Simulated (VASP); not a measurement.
# RuWO4 in VASP: notebook, part 2 of 2

VASP 6.6.1. The steps go on from the part before.

## (3) Single point, PBE

INCAR

```
SYSTEM = RuWO4
PREC = Accurate ; ENCUT = 520
EDIFF = 1E-6 ; ISMEAR = 0
SIGMA = 0.1 ; LREAL = Auto
LASPH = .TRUE. ; NELM = 100
ALGO = Normal ; ISIF = 2
LWAVE = .FALSE. ; LCHARG = .TRUE.
GGA = PE ; LELF = .TRUE.
LVHAR = .TRUE. ; ISYM = 0
NBANDS = 93
```

KPOINTS

```
Automatic mesh
0
Gamma
  3 3 2
  0 0 0.5
```

POSCAR

```
RuWO4
1.0
   -0.0155713981     -4.8153111137      2.8994366289
   -4.8152922895     -0.0155917408      2.8994053325
   -4.8141321391     -4.8141102780     -2.8736331922
O Ru W
12 3 3
Direct
    0.2273186515      0.2258898889      0.4854815553
    0.5799100652      0.5784523540      0.1375222914
    0.8934604727      0.8920141155      0.7856318833
    0.0831035623      0.0816629770      0.2024432204
    0.4367771341      0.4353187761      0.8500817575
    0.7731330899      0.7716602393      0.5339256292
    0.6130946671      0.0376168430      0.1754690997
    0.9485962301      0.3748891138      0.8355968524
    0.3117327050      0.7170058740      0.4881796544
    0.0390729421      0.6116455508      0.1754735441
    0.3763611044      0.9471469850      0.8355868079
    0.7184379279      0.3102590577      0.4881682870
    0.3320522930      0.3306006104      0.6685653254
   -0.0107722747      0.9877736763      1.0045477189
    0.3331113500      0.3316559071      0.1668972198
    0.6862333195      0.6847732674      0.3218975133
    0.6469215953      0.6454662091      0.8500900435
    0.0192606563      1.0178060724      0.4848328421
```

Potentials or basis: VASP PAW PBE potentials, release 64 (O, Ru_pv, W_sv).

The run is started by

```console
$ cat potpaw_PBE.64/O/POTCAR potpaw_PBE.64/Ru_pv/POTCAR potpaw_PBE.64/W_sv/POTCAR > POTCAR
$ mpirun -np 1 vasp_std > vasp.out
```

OUTCAR:

```text
SYSTEM = RuWO4
   PREC = Accurate
   ENCUT = 520
   EDIFF = 1E-6
   ISMEAR = 0
   LREAL = Auto
   LASPH = .TRUE.
   NELM = 100
   ISIF = 2
   GGA = PE
   ISYM = 0

 ion  position               nearest neighbor table
   1  0.227  0.226  0.485-  18 1.87  13 1.96  15 2.10
   2  0.580  0.578  0.138-  17 1.93  16 1.98  15 2.12
   3  0.893  0.892  0.786-  18 1.99  17 2.04  14 2.15
   4  0.083  0.082  0.202-  18 1.90  14 1.99  15 2.13
   5  0.437  0.435  0.850-  17 1.88  13 1.95  15 2.09
   6  0.773  0.772  0.534-  16 2.04  18 2.07  17 2.09
   7  0.613  0.038  0.175-  16 1.90  15 1.95  14 2.04
   8  0.949  0.375  0.836-  17 1.95  13 2.06  14 2.08
   9  0.312  0.717  0.488-  18 2.01  16 2.02  13 2.10
  10  0.039  0.612  0.175-  16 1.90  15 1.95  14 2.04
  11  0.376  0.947  0.836-  17 1.95  13 2.06  14 2.08
  12  0.718  0.310  0.488-  18 2.01  16 2.02  13 2.10
  13  0.332  0.331  0.669-   5 1.95   1 1.96  11 2.06   8 2.06  12 2.10   9 2.10  14 2.95  16 3.05
[... 7 lines left out ...]
  17  0.647  0.645  0.850-   5 1.88   2 1.93  11 1.95   8 1.95   3 2.04   6 2.09  15 2.73  18 3.21

[... 170 lines left out ...]

 k-point     1 :       0.0000   -0.0000    0.2500
  band No.  band energies     occupation
      1     -69.1988      2.00000
      2     -69.1167      2.00000
      3     -69.0435      2.00000
      4     -36.5799      2.00000
      5     -36.4260      2.00000
      6     -36.3657      2.00000
[... 826 lines left out ...]
     89       9.6691      0.00000
     90       9.7307      0.00000
 [bands above 90 left out]

------------------------ aborting loop because EDIFF is reached ----------------------------------------

  FORCE on cell =-STRESS in cart. coord.  units (eV):
  Direction    XX          YY          ZZ          XY          YZ          ZX
  --------------------------------------------------------------------------------------
  -------------------------------------------------------------------------------------
  Total        1.6028003      1.5966413      1.8598432     -0.0652865     -0.0176667     -0.0145450
  in kB       12.8000962     12.7509096     14.8528623     -0.5213830     -0.1410878     -0.1161580
  external PRESSURE =      13.4679560 kB  Pullay stress =       0.0000000 kB

 VOLUME and BASIS-vectors are now :
 -----------------------------------------------------------------------------
  energy-cutoff  :      520.00
  volume of cell :      200.62
      direct lattice vectors                 reciprocal lattice vectors
    -0.015571398 -4.815311114  2.899436629     0.069797528 -0.138547213  0.115173724
    -4.815292290 -0.015591741  2.899405333    -0.138547917  0.069798304  0.115175190
    -4.814132139 -4.814110278 -2.873633192    -0.069366216 -0.069366991 -0.115575477

 POSITION                                       TOTAL-FORCE (eV/Angst)
 -----------------------------------------------------------------------------------
     -3.42844     -3.43529     -0.08105        -0.123463     -0.122933      0.143132
     -3.45650     -3.46351      2.96339        -0.027408     -0.026314     -0.102363
     -8.09136     -8.09832      2.91922        -0.091974     -0.093629     -0.020682
     -1.36911     -1.37603     -0.10402         0.101045      0.098710      0.115681
     -6.19539     -6.20239      0.08575         0.113597      0.115309     -0.126126
     -6.29820     -6.30528      2.94470        -0.005335     -0.005089      0.006587
[... 10 lines left out ...]
     -7.21063     -7.21762      1.30433        -0.013569     -0.014151      0.151493
     -2.42009     -2.42706     -1.28576         0.027093      0.026378     -0.164371
 -----------------------------------------------------------------------------------
    total drift:                               -0.001959      0.004429     -0.016616

  FREE ENERGIE OF THE ION-ELECTRON SYSTEM (eV)
  ---------------------------------------------------
  free  energy   TOTEN  =      -154.1868754298 eV

  energy  without entropy=     -154.1849049131  energy(sigma->0) =     -154.18589017
```

OSZICAR:

```text
N       E                     dE             d eps       ncg     rms          rms(c)
DAV:   1     0.193414870052E+04    0.19341E+04   -0.90518E+04  1698   0.181E+03
[... 11 lines left out ...]
DAV:  13    -0.154189446796E+03    0.54932E-03   -0.29618E-02  1940   0.912E-01    0.718E-01
DAV:  14    -0.154187217130E+03    0.22297E-02   -0.12310E-02  1940   0.595E-01    0.316E-01
DAV:  15    -0.154186908669E+03    0.30846E-03   -0.33003E-03  1811   0.272E-01    0.851E-02
DAV:  16    -0.154186863735E+03    0.44934E-04   -0.27690E-04  1908   0.945E-02    0.460E-02
DAV:  17    -0.154186874740E+03   -0.11005E-04   -0.13691E-04  1879   0.491E-02    0.266E-02
DAV:  18    -0.154186874907E+03   -0.16659E-06   -0.21163E-05  1810   0.239E-02    0.115E-02
DAV:  19    -0.154186875430E+03   -0.52294E-06   -0.62418E-06  1682   0.135E-02
   1 F= -.15418688E+03 E0= -.15418589E+03  d E =-.197052E-02
```

Run time: 3.2 min. Hardware: 1 thread of Intel Xeon 6975P-C (Granite Rapids), shared host; peak memory 0.35 GiB.

Results:

| Property | Result |
| --- | --- |
| Free energy | -154.1869 eV |
| Pressure | 1.3 GPa |
| Largest force | 0.225 eV/Å |
| Band gap on the k mesh | 0.31 eV (least direct gap 0.48 eV) |

Forces on the atoms (eV/Å):
```
O   -0.123 -0.123  0.143
O   -0.027 -0.026 -0.102
O   -0.092 -0.094 -0.021
O    0.101  0.099  0.116
O    0.114  0.115 -0.126
O   -0.005 -0.005  0.007
O   -0.103  0.108  0.098
O    0.085 -0.078 -0.010
O    0.029 -0.023 -0.062
O    0.110 -0.104  0.099
O   -0.081  0.087 -0.010
O   -0.024  0.026 -0.061
Ru  -0.007 -0.006 -0.005
Ru   0.024  0.024  0.107
Ru   0.007  0.007  0.014
W   -0.020 -0.020 -0.174
W   -0.014 -0.014  0.151
W    0.027  0.026 -0.164
```

Caveat: the k points lie up to 0.48 Å⁻¹ apart; spin-orbit coupling is left out, which moves the levels of the heavy elements; a shifted mesh leaves out Γ, where band edges can lie.
